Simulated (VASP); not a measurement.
# InPd (Pm-3m) in VASP: single point with r2SCAN

Aim: the single point of InPd with r2SCAN.

All numbers are computed with VASP 6.6.1; they aren't measurements. Logs are shortened: lines on timing, memory, paths and dates and some standing lists are left out, and cuts for length are marked.

## 1. The cell of the first run

Symmetry: Pm-3m, No. 221, cubic system. The conventional cell has a = 3.217 Å, b = 3.217 Å, c = 3.217 Å, α = 90.00°, β = 90.00°, γ = 90.00°. In (site symmetry m-3m) has 8 Pd at 2.79 Å and 6 In at 3.22 Å within 3.7 Å. Pd (site symmetry m-3m) has 8 In at 2.79 Å and 6 Pd at 3.22 Å within 3.7 Å.

## 2. Single point, r2SCAN

POSCAR reads:

```
InPd
1.0
    3.2171690300      0.0000000000      0.0000000000
    0.0000000000      3.2171690300      0.0000000000
    0.0000000000      0.0000000000      3.2171690300
In Pd
1 1
Direct
    0.5000000000      0.5000000000      0.5000000000
    0.0000000000      0.0000000000      0.0000000000
```

INCAR.step1 reads:

```
ALGO = Normal
EDIFF = 1E-5
ENCUT = 550
GGA = PE
GGA_COMPAT = F
ISMEAR = -1
LASPH = T
LCHARG = F
LREAL = F
LWAVE = T
NBANDS = 18
NELM = 120
PREC = Accurate
SIGMA = 0.045
```

INCAR.step2 reads:

```
ALGO = Normal
EDIFF = 1E-6
ENCUT = 550
GGA_COMPAT = F
ISIF = 2
ISMEAR = -1
ISTART = 1
LASPH = T
LCHARG = F
LMIXTAU = T
LREAL = F
LWAVE = F
METAGGA = R2SCAN
NBANDS = 18
NELM = 120
PREC = Accurate
SIGMA = 0.045
```

KPOINTS reads:

```
k-points
0
Gamma
  10 10 10
```

Potentials or basis: VASP PAW PBE potentials, release 64 (In_d, Pd).

On the command line:

```
$ cat potpaw_PBE.64/In_d/POTCAR potpaw_PBE.64/Pd/POTCAR > POTCAR
$ cp INCAR.step1 INCAR
$ mpirun -np 1 vasp_std > vasp.out
$ cp INCAR.step2 INCAR
$ mpirun -np 1 vasp_std > vasp.out
```

OUTCAR:

```text
EDIFF = 1E-6
   ENCUT = 550
   ISIF = 2
   ISMEAR = -1
   ISTART = 1
   LASPH = T
   LREAL = F
   METAGGA = R2SCAN
   NELM = 120
   PREC = Accurate

 ion  position               nearest neighbor table
   1  0.500  0.500  0.500-   2 2.79   2 2.79   2 2.79   2 2.79   2 2.79   2 2.79   2 2.79   2 2.79

   2  0.000  0.000  0.000-   1 2.79   1 2.79   1 2.79   1 2.79   1 2.79   1 2.79   1 2.79   1 2.79

  LATTYP: Found a simple cubic cell.
 ALAT       =     3.2171690300

  Lattice vectors:

 A1 = (   3.2171690300,   0.0000000000,   0.0000000000)
 A2 = (   0.0000000000,   3.2171690300,   0.0000000000)
 A3 = (   0.0000000000,   0.0000000000,   3.2171690300)

Analysis of symmetry for initial positions (statically):
=====================================================================
 Subroutine PRICEL returns:
 Original cell was already a primitive cell.

 Routine SETGRP: Setting up the symmetry group for a
 simple cubic supercell.

 Subroutine GETGRP returns: Found 48 space group operations
 (whereof 48 operations were pure point group operations)
 out of a pool of 48 trial point group operations.

The static configuration has the point symmetry O_h .

Analysis of symmetry for dynamics (positions and initial velocities):
=====================================================================
 Subroutine PRICEL returns:
 Original cell was already a primitive cell.

 Routine SETGRP: Setting up the symmetry group for a
 simple cubic supercell.

 Subroutine GETGRP returns: Found 48 space group operations
 (whereof 48 operations were pure point group operations)
 out of a pool of 48 trial point group operations.

The dynamic configuration has the point symmetry O_h .

 Subroutine INISYM returns: Found 48 space group operations
 (whereof 48 operations are pure point group operations),
 and found     1 'primitive' translations

----------------------------------------------------------------------------------------

                                     Primitive cell

  volume of cell :      33.2983

  direct lattice vectors                    reciprocal lattice vectors
     3.217169030  0.000000000  0.000000000     0.310832285  0.000000000  0.000000000
     0.000000000  3.217169030  0.000000000     0.000000000  0.310832285  0.000000000
     0.000000000  0.000000000  3.217169030     0.000000000  0.000000000  0.310832285

  length of vectors
     3.217169030  3.217169030  3.217169030     0.310832285  0.310832285  0.310832285

  position of ions in fractional coordinates (direct lattice)
     0.500000000  0.500000000  0.500000000
     0.000000000  0.000000000  0.000000000

  ion indices of the primitive-cell ions
   primitive index   ion index
                 1           1
                 2           2

----------------------------------------------------------------------------------------

 KPOINTS: k-points

Automatic generation of k-mesh.
 Grid dimensions read from file:
 generate k-points for:   10   10   10

 Generating k-lattice:

  Cartesian coordinates                     Fractional coordinates (reciprocal lattice)
     0.031083228  0.000000000  0.000000000     0.100000000  0.000000000  0.000000000
     0.000000000  0.031083228  0.000000000     0.000000000  0.100000000  0.000000000
     0.000000000  0.000000000  0.031083228     0.000000000  0.000000000  0.100000000

  Length of vectors
     0.031083228  0.031083228  0.031083228

  Shift w.r.t. Gamma in fractional coordinates (k-lattice)
     0.000000000  0.000000000  0.000000000

 Subroutine IBZKPT returns following result:
 ===========================================

 Found     56 irreducible k-points:

 Following reciprocal coordinates:
            Coordinates               Weight
  0.000000  0.000000  0.000000      1.000000
  0.100000  0.000000  0.000000      6.000000
  0.200000  0.000000  0.000000      6.000000
  0.300000  0.000000  0.000000      6.000000
  0.400000  0.000000  0.000000      6.000000
  0.500000  0.000000  0.000000      3.000000
[... 16 lines left out ...]
  0.200000  0.100000  0.100000     24.000000
  0.300000  0.100000  0.100000     24.000000
 [... further k-points ...]
   k-points           NKPTS =     56   k-points in BZ     NKDIM =     56   number of bands    NBANDS=     18
   number of dos      NEDOS =    301   number of ions     NIONS =      2
   total plane-waves  NPLWV =  21952
   dimension x,y,z NGX =    28 NGY =   28 NGZ =   28
   dimension x,y,z NGXF=    56 NGYF=   56 NGZF=   56
   ions per type =               1   1
   NGX,Y,Z   is equivalent  to a cutoff of  14.47, 14.47, 14.47 a.u.
   NGXF,Y,Z  is equivalent  to a cutoff of  28.94, 28.94, 28.94 a.u.
 SYSTEM =  unknown system
   PREC   = accura    normal or accurate (medium, high low for compatibility)
   ISTART =      1    job   : 0-new  1-cont  2-samecut
   ICHARG =      0    charge: 1-file 2-atom 10-const
   ISPIN  =      1    spin polarized calculation?
   LNONCOLLINEAR =      F non collinear calculations
   LSORBIT =      F    spin-orbit coupling
   LASPH  =      T    aspherical Exc in radial PAW
   ENCUT  =  550.0 eV  40.42 Ry    6.36 a.u.   6.15  6.15  6.15*2*pi/ulx,y,z
   NELM   =    120;   NELMIN=  2; NELMDL=  0     # of ELM steps
   EDIFF  = 0.1E-05   stopping-criterion for ELM
   LREAL  =      F    real-space projection
   EDIFFG = 0.1E-04   stopping-criterion for IOM
   NSW    =      0    number of steps for IOM
   IBRION =     -1    ionic relax: 0-MD 1-quasi-New 2-CG
   NFREE  =      0    steps in history (QN), initial steepest desc. (CG)
   ISIF   =      2    stress and relaxation
   ISYM   =      2    0-nonsym 1-usesym 2-fastsym
   POTIM  = 0.5000    time-step for ionic-motion
   TEBEG  =    0.0;   TEEND  =   0.0 temperature during run
   PSTRESS=    0.0 pullay stress
   NELECT =      23.0000    total number of electrons
   NUPDOWN=      -1.0000    fix difference up-down
   EMIN   =  10.00;   EMAX   =-10.00  energy-range for DOS
   EFERMI =   0.00;   METHOD = LEGACY
   ISMEAR =    -1;   SIGMA  =   0.04  broadening in eV -4-tet -1-fermi 0-gaus
   EFERMI_NEDOS =   21; number of points for ismear=-14 and -15
   IALGO  =     38    algorithm
   IMIX   =      4    mixing-type and parameters
     AMIX     =   0.40;   BMIX     =  1.00
     AMIX_MAG =   1.60;   BMIX_MAG =  1.00
  volume/ion in A,a.u.               =      16.65       112.35
  Fermi-wavevector in a.u.,A,eV,Ry     =   1.447139  2.734696 28.493472  2.094211
  Thomas-Fermi vector in A             =   2.565128
   LORBIT       =      0    0 simple, 1 ext, 2 COOP (PROOUT), +10 PAW based schemes
   METAGGA = R2SCAN    functional components
   LHFCALC =     F    Hartree Fock is set to
   AEXX    =    0.0000 exact exchange contribution
   IVDW    =     0    specifies the selected vdW correction
   LEPSILON=     F    determine dielectric tensor
   LRPA    =     F    only Hartree local field effects (RPA)
 non-spin polarized calculation
  energy-cutoff  :      550.00
  volume of cell :       33.30
 maximum number of plane-waves:       996
 NGX is ok and might be reduce to    28
   NGX = 13   NGY = 13   NGZ = 13

 number of electron      22.9999992 magnetization

 Free energy of the ion-electron system (eV)
  ---------------------------------------------------
  ext. energy  EPLUGINS =         0.00000000
  ---------------------------------------------------
  free energy    TOTEN  =       -46.60044228 eV

  energy without entropy =      -46.59336926  energy(sigma->0) =      -46.59690577

 E-fermi :  11.4168     XC(G=0): -13.5778

 val. band max:       11.3156074179   @ k =   0.4000   0.4000   0.4000
 cond. band min:      11.4255274336   @ k =   0.3000   0.1000   0.1000
 fundamental gap:      0.1099200158
 Fermi energy:        11.4167999287

 k-point     1 :       0.0000    0.0000    0.0000
  band No.  band energies     occupation
      1      -4.4869      2.00000
      2      -4.4869      2.00000
      3      -3.9942      2.00000
      4      -3.9942      2.00000
      5      -3.9942      2.00000
      6       0.3204      2.00000
[... 10 lines left out ...]
     17      22.4659      0.00000
     18      28.1138      0.00000

 k-point     2 :       0.1000    0.0000    0.0000
  band No.  band energies     occupation
      1      -4.4797      2.00000
      2      -4.4467      2.00000
      3      -4.0064      2.00000
      4      -4.0064      2.00000
      5      -3.9904      2.00000
      6       0.4940      2.00000
[... 10 lines left out ...]
     17      23.6750      0.00000
     18      27.7579      0.00000

 k-point     3 :       0.2000    0.0000    0.0000
  band No.  band energies     occupation
      1      -4.4607      2.00000
      2      -4.3417      2.00000
      3      -4.0379      2.00000
      4      -4.0379      2.00000
      5      -3.9803      2.00000
      6       1.0125      2.00000
[... 10 lines left out ...]
     17      26.5518      0.00000
     18      27.0717      0.00000

 k-point     4 :       0.3000    0.0000    0.0000
  band No.  band energies     occupation
      1      -4.4370      2.00000
      2      -4.2129      2.00000
      3      -4.0765      2.00000
      4      -4.0765      2.00000
      5      -3.9677      2.00000
      6       1.8650      2.00000
[... 375 lines left out ...]
      4      -4.0230      2.00000
      5      -4.0081      2.00000
      6       0.8376      2.00000
[... 10 lines left out ...]
     17      24.1665      0.00000
     18      27.2080      0.00000

 k-point    23 :       0.2000    0.1000    0.1000
  band No.  band energies     occupation
      1      -4.3996      2.00000
      2      -4.3097      2.00000
      3      -4.0594      2.00000
      4      -4.0559      2.00000
      5      -4.0088      2.00000
      6       1.3456      2.00000
[... 10 lines left out ...]
     17      26.0168      0.00000
     18      26.0545      0.00000

 k-point    24 :       0.3000    0.1000    0.1000
  band No.  band energies     occupation
      1      -4.3792      2.00000
      2      -4.1791      2.00000
      3      -4.1103      2.00000
      4      -4.0963      2.00000
      5      -4.0024      2.00000
      6       2.1729      2.00000
[... 10 lines left out ...]
     17      24.4578      0.00000
     18      25.0985      0.00000

 [... further k-points ...]

------------------------ aborting loop because EDIFF is reached ----------------------------------------

  FORCE on cell =-STRESS in cart. coord.  units (eV):
  Direction    XX          YY          ZZ          XY          YZ          ZX
  --------------------------------------------------------------------------------------
  -------------------------------------------------------------------------------------
  Total        1.6370634      1.6370634      1.6370634     -0.0000000     -0.0000000      0.0000000
  in kB       78.7688405     78.7688405     78.7688405     -0.0000000     -0.0000000      0.0000000
  external PRESSURE =      78.7688405 kB  Pullay stress =       0.0000000 kB

 VOLUME and BASIS-vectors are now :
 -----------------------------------------------------------------------------
  energy-cutoff  :      550.00
  volume of cell :       33.30
      direct lattice vectors                 reciprocal lattice vectors
     3.217169030  0.000000000  0.000000000     0.310832285  0.000000000  0.000000000
     0.000000000  3.217169030  0.000000000     0.000000000  0.310832285  0.000000000
     0.000000000  0.000000000  3.217169030     0.000000000  0.000000000  0.310832285

 POSITION                                       TOTAL-FORCE (eV/Angst)
 -----------------------------------------------------------------------------------
      1.60858      1.60858      1.60858         0.000000      0.000000      0.000000
      0.00000      0.00000      0.00000         0.000000      0.000000      0.000000
 -----------------------------------------------------------------------------------
    total drift:                                0.000000      0.000000      0.000000

  FREE ENERGIE OF THE ION-ELECTRON SYSTEM (eV)
  ---------------------------------------------------
  free  energy   TOTEN  =       -46.6004422768 eV

  energy  without entropy=      -46.5933692608  energy(sigma->0) =      -46.59690577
```

Wall time 64 s (1 thread of Intel Xeon 6975P-C (Granite Rapids), shared host); peak memory 0.19 GiB.

Results:

| Property | Result |
| --- | --- |
| Free energy | -46.6004 eV |
| Pressure | 7.9 GPa |
| Band gap on the k mesh | zero (an odd number of electrons rules out a gap without spin polarisation) |

Caveat: the cell stands under pressure; the PAW data sets were made with another functional, which shifts forces and pressure a little; spin-orbit coupling is left out, which moves the levels of the heavy elements.
